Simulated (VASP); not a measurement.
Here is a VASP 6.6.1 calculation.

INCAR

```
SYSTEM = AlCu3
ALGO = Normal ; EDIFF = 1E-6
ENCUT = 520 ; GGA = PS
ISIF = 2 ; ISMEAR = 0
LASPH = .True. ; LCHARG = .False.
LREAL = .False. ; LWAVE = .False.
NBANDS = 26 ; NELM = 60
PREC = Accurate ; SIGMA = 0.1
```

The input KPOINTS:

```
k-points
0
Gamma
  12 12 12
  0 0 0
```

Contents of POSCAR:

```
AlCu3
1.0
    0.0000000000      2.7942331452      2.7942331452
    2.7942331452      0.0000000000      2.7942331452
    2.7942331452      2.7942331452      0.0000000000
Al Cu
1 3
Direct
    0.0000000000      0.0000000000      0.0000000000
    0.5000000000      0.5000000000      0.5000000000
    0.2500000000      0.2500000000      0.2500000000
    0.7500000000      0.7500000000      0.7500000000
```

Potentials or basis: VASP PAW PBE potentials, release 64 (Al, Cu).

The run is started by

```bash
$ cat potpaw_PBE.64/Al/POTCAR potpaw_PBE.64/Cu/POTCAR > POTCAR
$ mpirun -np 1 vasp_std > vasp.out
```

(1) Predict the pressure.

(2) Predict the band gap on the k mesh.

## Answers

(1) 18.5 GPa.

(2) zero (bands 18 and 19 overlap by 6.11 eV).

Caveat: the cell stands under pressure; the PAW data sets were made with another functional, which shifts forces and pressure a little.
